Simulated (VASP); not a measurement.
Runs of VASP 6.6.1 on K. The structure is that of space group Im-3m (No. 229), or close to it. The cells are those of the table. 

| task | cell | k mesh | cutoff (eV) | gap on the mesh (eV) | pressure (GPa) |
| --- | --- | --- | --- | --- | --- |
| relaxation of cell and atoms | relaxed to 2 GPa from a = 4.546 Å, angles 109.5°, 1 atom | 12 × 12 × 12 | 600 | none | 2.0 |
| single point | a = 3.845 Å, angles 109.5°, 1 atom | 12 × 12 × 12 | 520 | none | 5.0 |
| single point | a = 4.128 Å, angles 109.5°, 1 atom | 12 × 12 × 12 | 520 | none | 2.0 |
| relaxation of cell and atoms | relaxed to 20 GPa from a = 3.495 Å, angles 109.5°, 1 atom | 14 × 14 × 14 | 600 | none | 20.0 |
| relaxation of cell and atoms | relaxed to 5 GPa from a = 4.019 Å, angles 109.5°, 1 atom | 12 × 12 × 12 | 600 | none | 5.0 |
| relaxation of cell and atoms | relaxed to 10 GPa from a = 3.744 Å, angles 109.5°, 1 atom | 14 × 14 × 14 | 600 | none | 10.0 |
| single point | a = 2.891 Å, angles 109.5°, 1 atom | 16 × 16 × 16 | 520 | none | 40.7 |
| single point | a = 3.590 Å, angles 109.5°, 1 atom | 14 × 14 × 14 | 520 | none | 10.0 |
| relaxation of cell and atoms | relaxed to 40 GPa from a = 3.209 Å, angles 109.5°, 1 atom | 16 × 16 × 16 | 600 | none | 40.0 |
| single point | a = 3.296 Å, angles 109.5°, 1 atom | 14 × 14 × 14 | 520 | none | (a) |

Alike in all rows: level PBE; potentials or basis VASP PAW PBE potentials, release 64 (K_sv); no spin polarisation; smearing gaussian 0.1 eV.

Question: Estimate the missing entries.

Answer: (a) 20.1.

Caveats: the cell is relaxed towards a set pressure, so the run minimises the enthalpy, not the energy (at least some runs); the cell stands under pressure (at least some runs).

A gap of «none» marks levels without a gap at the run's occupations.
